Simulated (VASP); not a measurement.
# Rh (I4/mmm) in VASP: a series of runs, part 2 of 2

VASP 6.6.1. The steps go on from the part before.

## (3) Single point, PBEsol (strain +0.000 along x and y, -0.050 along z)

The input, INCAR:

```
PREC     = Accurate       # precision mode
ENCUT    = 520            # plane-wave cutoff, eV
EDIFF    = 1E-6           # SCF threshold, eV
ISMEAR   = 0              # smearing method
SIGMA    = 0.15           # smearing width, eV
LREAL    = False          # projectors in reciprocal space
LASPH    = True           # aspherical terms in the spheres
NELM     = 80             # most SCF steps
ALGO     = Fast           # electronic algorithm
ISIF     = 2              # what is computed and relaxed
LWAVE    = False          # write WAVECAR
LCHARG   = True           # write CHGCAR
GGA      = PS             # functional
LELF     = True           # ELF
LVHAR    = True         
NBANDS   = 14             # bands
```

The input, KPOINTS:

```
regular mesh
0
Gamma
  22 22 22
```

The input, POSCAR:

```
Rh
1.0
    0.0000000000      1.9015500000      1.8064725000
    1.9015500000      0.0000000000      1.8064725000
    1.9015500000      1.9015500000      0.0000000000
Rh
1
Direct
    0.0000000000      0.0000000000      0.0000000000
```

Potentials or basis: VASP PAW PBE potentials, release 64 (Rh_pv).

Started as:

```console
cat potpaw_PBE.64/Rh_pv/POTCAR > POTCAR
mpirun -np 1 vasp_std > vasp.out
```

OUTCAR:

```text
PREC = Accurate
   ENCUT = 520
   EDIFF = 1E-6
   ISMEAR = 0
   LREAL = False
   LASPH = True
   NELM = 80
   ISIF = 2
   GGA = PS

 ion  position               nearest neighbor table
   1  0.000  0.000  0.000-

  LATTYP: Found a body centered tetragonal cell.
 ALAT       =     2.6891977995
 C/A-ratio  =     1.3435028843

  Lattice vectors:

 A1 = (   0.0000000000,  -1.9015500000,  -1.8064725000)
 A2 = (   0.0000000000,   1.9015500000,  -1.8064725000)
 A3 = (   1.9015500000,   0.0000000000,   1.8064725000)

Analysis of symmetry for initial positions (statically):
=====================================================================
 Subroutine PRICEL returns:
 Original cell was already a primitive cell.

 Routine SETGRP: Setting up the symmetry group for a
 body centered tetragonal supercell.

 Subroutine GETGRP returns: Found 16 space group operations
 (whereof 16 operations were pure point group operations)
 out of a pool of 16 trial point group operations.

The static configuration has the point symmetry D_4h.

Analysis of symmetry for dynamics (positions and initial velocities):
=====================================================================
 Subroutine PRICEL returns:
 Original cell was already a primitive cell.

 Routine SETGRP: Setting up the symmetry group for a
 body centered tetragonal supercell.

 Subroutine GETGRP returns: Found 16 space group operations
 (whereof 16 operations were pure point group operations)
 out of a pool of 16 trial point group operations.

The dynamic configuration has the point symmetry D_4h.

 Subroutine INISYM returns: Found 16 space group operations
 (whereof 16 operations are pure point group operations),
 and found     1 'primitive' translations

----------------------------------------------------------------------------------------

                                     Primitive cell

  volume of cell :      13.0640

  direct lattice vectors                    reciprocal lattice vectors
     0.000000000  1.901550000  1.806472500    -0.262943388  0.262943388  0.276782514
     1.901550000  0.000000000  1.806472500     0.262943388 -0.262943388  0.276782514
     1.901550000  1.901550000  0.000000000     0.262943388  0.262943388 -0.276782514

  length of vectors
     2.622829635  2.622829635  2.689197800     0.463559070  0.463559070  0.463559070

  position of ions in fractional coordinates (direct lattice)
     0.000000000  0.000000000  0.000000000

  ion indices of the primitive-cell ions
   primitive index   ion index
                 1           1

----------------------------------------------------------------------------------------

 KPOINTS: regular mesh

Automatic generation of k-mesh.
 Grid dimensions read from file:
 generate k-points for:   22   22   22

 Generating k-lattice:

  Cartesian coordinates                     Fractional coordinates (reciprocal lattice)
    -0.011951972  0.011951972  0.012581023     0.045454545 -0.000000000  0.000000000
     0.011951972 -0.011951972  0.012581023    -0.000000000  0.045454545  0.000000000
     0.011951972  0.011951972 -0.012581023     0.000000000  0.000000000  0.045454545

  Length of vectors
     0.021070867  0.021070867  0.021070867

  Shift w.r.t. Gamma in fractional coordinates (k-lattice)
     0.000000000  0.000000000  0.000000000

 Subroutine IBZKPT returns following result:
 ===========================================

 Found    834 irreducible k-points:

 Following reciprocal coordinates:
            Coordinates               Weight
  0.000000  0.000000  0.000000      1.000000
  0.045455  0.000000  0.000000      8.000000
  0.090909  0.000000  0.000000      8.000000
  0.136364  0.000000  0.000000      8.000000
  0.181818  0.000000  0.000000      8.000000
  0.227273  0.000000  0.000000      8.000000
[... 16 lines left out ...]
  0.500000  0.045455  0.000000      8.000000
 -0.454545  0.045455  0.000000      8.000000
 [... further k-points ...]
   k-points           NKPTS =    834   k-points in BZ     NKDIM =    834   number of bands    NBANDS=     14
   number of dos      NEDOS =    301   number of ions     NIONS =      1
   total plane-waves  NPLWV =   8000
   dimension x,y,z NGX =    20 NGY =   20 NGZ =   20
   dimension x,y,z NGXF=    40 NGYF=   40 NGZF=   40
   ions per type =               1
   NGX,Y,Z   is equivalent  to a cutoff of  12.68, 12.68, 12.36 a.u.
   NGXF,Y,Z  is equivalent  to a cutoff of  25.35, 25.35, 24.73 a.u.
 SYSTEM =  unknown system
   PREC   = accura    normal or accurate (medium, high low for compatibility)
   ISTART =      0    job   : 0-new  1-cont  2-samecut
   ICHARG =      2    charge: 1-file 2-atom 10-const
   ISPIN  =      1    spin polarized calculation?
   LNONCOLLINEAR =      F non collinear calculations
   LSORBIT =      F    spin-orbit coupling
   LASPH  =      T    aspherical Exc in radial PAW
   ENCUT  =  520.0 eV  38.22 Ry    6.18 a.u.   4.88  4.88  5.00*2*pi/ulx,y,z
   NELM   =     80;   NELMIN=  2; NELMDL= -5     # of ELM steps
   EDIFF  = 0.1E-05   stopping-criterion for ELM
   LREAL  =      F    real-space projection
   EDIFFG = 0.1E-04   stopping-criterion for IOM
   NSW    =      0    number of steps for IOM
   IBRION =     -1    ionic relax: 0-MD 1-quasi-New 2-CG
   NFREE  =      0    steps in history (QN), initial steepest desc. (CG)
   ISIF   =      2    stress and relaxation
   ISYM   =      2    0-nonsym 1-usesym 2-fastsym
   POTIM  = 0.5000    time-step for ionic-motion
   TEBEG  =    0.0;   TEEND  =   0.0 temperature during run
   PSTRESS=    0.0 pullay stress
   NELECT =      15.0000    total number of electrons
   NUPDOWN=      -1.0000    fix difference up-down
   EMIN   =  10.00;   EMAX   =-10.00  energy-range for DOS
   EFERMI =   0.00;   METHOD = LEGACY
   ISMEAR =     0;   SIGMA  =   0.15  broadening in eV -4-tet -1-fermi 0-gaus
   EFERMI_NEDOS =   21; number of points for ismear=-14 and -15
   IALGO  =     68    algorithm
   IMIX   =      4    mixing-type and parameters
     AMIX     =   0.40;   BMIX     =  1.00
     AMIX_MAG =   1.60;   BMIX_MAG =  1.00
  volume/ion in A,a.u.               =      13.06        88.16
  Fermi-wavevector in a.u.,A,eV,Ry     =   1.714272  3.239504 39.983811  2.938727
  Thomas-Fermi vector in A             =   2.791860
   LORBIT       =      0    0 simple, 1 ext, 2 COOP (PROOUT), +10 PAW based schemes
   GGA     = PS    functional components
   LHFCALC =     F    Hartree Fock is set to
   AEXX    =    0.0000 exact exchange contribution
   IVDW    =     0    specifies the selected vdW correction
   LEPSILON=     F    determine dielectric tensor
   LRPA    =     F    only Hartree local field effects (RPA)
 non-spin polarized calculation
 RMM-DIIS sequential band-by-band and
 Gauss-broadening in eV      SIGMA  =   0.15
  energy-cutoff  :      520.00
  volume of cell :       13.06
 maximum number of plane-waves:       370
   NGX =  9   NGY =  9   NGZ =  9

 number of electron      15.0000000 magnetization

 Free energy of the ion-electron system (eV)
  ---------------------------------------------------
  ext. energy  EPLUGINS =         0.00000000
  ---------------------------------------------------
  free energy    TOTEN  =        -8.11117649 eV

  energy without entropy =       -8.09744373  energy(sigma->0) =       -8.10431011

 E-fermi :  12.7124     XC(G=0): -14.5491

 val. band max:       12.7116817423   @ k =   0.4545   0.2727   0.0909
 cond. band min:      12.7129537032   @ k =   0.3182   0.1364   0.0909
 fundamental gap:      0.0012719610
 Fermi energy:        12.7124433097

 k-point     1 :       0.0000    0.0000    0.0000
  band No.  band energies     occupation
      1     -33.7092      2.00000
      2     -33.7092      2.00000
      3     -33.6773      2.00000
      4       4.2819      2.00000
      5       9.1968      2.00000
      6       9.1968      2.00000
      7       9.7651      2.00000
      8      11.2903      2.00000
      9      11.9901      2.00000
     10      28.6489      0.00000
     11      32.9487      0.00000
     12      33.7772      0.00000
     13      33.7772      0.00000
     14      35.5619      0.00000
[... 375 lines left out ...]
 k-point    24 :      -0.4545    0.0455    0.0000
  band No.  band energies     occupation
      1     -34.5639      2.00000
      2     -33.8615      2.00000
      3     -33.7916      2.00000
      4       6.1892      2.00000
      5       9.0482      2.00000
      6       9.5489      2.00000
      7      12.3218      1.99977
      8      13.4006      0.00000
      9      14.1239      0.00000
     10      22.0642      0.00000
     11      28.2815      0.00000
     12      32.9514      0.00000
     13      34.1223      0.00000
     14      34.5727      0.00000

 [... further k-points ...]

------------------------ aborting loop because EDIFF is reached ----------------------------------------

  FORCE on cell =-STRESS in cart. coord.  units (eV):
  Direction    XX          YY          ZZ          XY          YZ          ZX
  --------------------------------------------------------------------------------------
  -------------------------------------------------------------------------------------
  Total        0.5257125      0.5257125      1.6515072      0.0000000      0.0000000      0.0000000
  in kB       64.4736125     64.4736125    202.5415833      0.0000000      0.0000000      0.0000000
  external PRESSURE =     110.4962694 kB  Pullay stress =       0.0000000 kB

 VOLUME and BASIS-vectors are now :
 -----------------------------------------------------------------------------
  energy-cutoff  :      520.00
  volume of cell :       13.06
      direct lattice vectors                 reciprocal lattice vectors
     0.000000000  1.901550000  1.806472500    -0.262943388  0.262943388  0.276782514
     1.901550000  0.000000000  1.806472500     0.262943388 -0.262943388  0.276782514
     1.901550000  1.901550000  0.000000000     0.262943388  0.262943388 -0.276782514

 POSITION                                       TOTAL-FORCE (eV/Angst)
 -----------------------------------------------------------------------------------
      0.00000      0.00000      0.00000         0.000000      0.000000      0.000000
 -----------------------------------------------------------------------------------
    total drift:                                0.000000     -0.000000      0.000000

  FREE ENERGIE OF THE ION-ELECTRON SYSTEM (eV)
  ---------------------------------------------------
  free  energy   TOTEN  =        -8.1111764914 eV

  energy  without entropy=       -8.0974437288  energy(sigma->0) =       -8.10431011
```

It took 1.7 min on 1 thread of Intel Xeon 6975P-C, shared host; peak memory 0.25 GiB.

Results:

* Free energy: -8.1112 eV
* Pressure: 11.0 GPa

Stress tensor (GPa, compression positive):
```
 6.45  0.00  0.00
 0.00  6.45  0.00
 0.00  0.00 20.25
```

Caveat: the cell differs from its parent crystal (strain +0.000 along x and y, -0.050 along z); the PAW data sets were made with another functional, which shifts forces and pressure a little.
